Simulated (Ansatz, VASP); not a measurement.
BaTiO3: VASP beside Ansatz

INCAR

```
SYSTEM = BaTiO3
ALGO = Normal ; EDIFF = 1E-6
ENCUT = 520 ; GGA = PE
ISIF = 2 ; ISMEAR = 0
LASPH = .True. ; LCHARG = .True.
LDAU = .True. ; LDAUJ = 0 0 0
LDAUL = -1 2 -1 ; LDAUPRINT = 1
LDAUTYPE = 2 ; LDAUU = 0 4 0
LELF = .True. ; LMAXMIX = 4
LREAL = .False. ; LVHAR = .True.
LWAVE = .False. ; NBANDS = 28
NELM = 150 ; PREC = Accurate
SIGMA = 0.05
```

Contents of KPOINTS:

```
k-points
0
Gamma
  6 6 6
  0 0 0
```

File POSCAR:

```
BaTiO3
1.0
    2.8603720851      1.6514365933      2.3460535783
   -2.8603720851      1.6514365933      2.3460535783
    0.0000000000     -3.3028731867      2.3460535783
Ba Ti O
1 1 3
Direct
    0.0026800181      0.0026800181      0.0026800181
    0.5251473538      0.5251473538      0.6159773625
    0.4903227049      0.4903227049      0.9825753212
    0.4903227049      0.9825753212      0.4903227049
    0.9825753212      0.4903227049      0.4903227049
```

Input for Ansatz:

```yaml
crystal:
  lattice:
    - [2.8603720851, 1.6514365933, 2.3460535783]
    - [-2.8603720851, 1.6514365933, 2.3460535783]
    - [0.0, -3.3028731867, 2.3460535783]
  atoms:
    - { symbol: Ba, position: [0.0026800181, 0.0026800181, 0.0026800181] }
    - { symbol: Ti, position: [0.5251473538, 0.5251473538, 0.6159773625] }
    - { symbol: O, position: [0.4903227049, 0.4903227049, 0.9825753212] }
    - { symbol: O, position: [0.4903227049, 0.9825753212, 0.4903227049] }
    - { symbol: O, position: [0.9825753212, 0.4903227049, 0.4903227049] }
basis:
  ecutwfc: 420
kpoints:
  mp_grid: { grid: [6, 6, 6] }
hamiltonian:
  xc: pbe
  hubbard: { sites: [{ species: Ti, l: d, u_eff: 4.0 }] }
scf:
  occupations: { method: gaussian, width: 0.05 }
output:
  forces: true
  stress: true
  eigenvalues: true
```

Alike in both runs: task single point; functional PBE; k mesh 6 × 6 × 6; occupations gaussian, width 0.05 eV; no spin polarisation; Hubbard terms Ti d U = 4.0 eV.

|  | VASP | Ansatz |
| --- | --- | --- |
| version | VASP 6.6.1 | Ansatz 0.2.0 |
| potentials or method | VASP PAW PBE potentials, release 64 (Ba_sv, Ti_sv, O), cutoff 520 eV | scalar-relativistic, plane waves, PAW |
| valence electrons in the cell | 40 | 40 |

VASP gave:

| Item | Value |
| --- | --- |
| gap on the k mesh at the Fermi level (eV) | 3.02 |
| least direct gap on the mesh (eV) | 3.64 |
| pressure (GPa) | 25.1 |
| traceless stress, the component that is largest in VASP (GPa) | 20.71 |
| rms of the force components (eV/Å) | 6.012 |

Which values does Ansatz return?

gap on the k mesh at the Fermi level (eV): 3.12; least direct gap on the mesh (eV): 3.75; pressure (GPa): 20.5; traceless stress, the component that is largest in VASP (GPa): 17.37; rms of the force components (eV/Å): 5.274.

The programs project onto different local orbitals, so the same U acts differently, and such runs can settle in different states. Atom by atom the forces differ by 0.753 eV/Å (rms over components).

Neither program's run includes spin-orbit coupling.
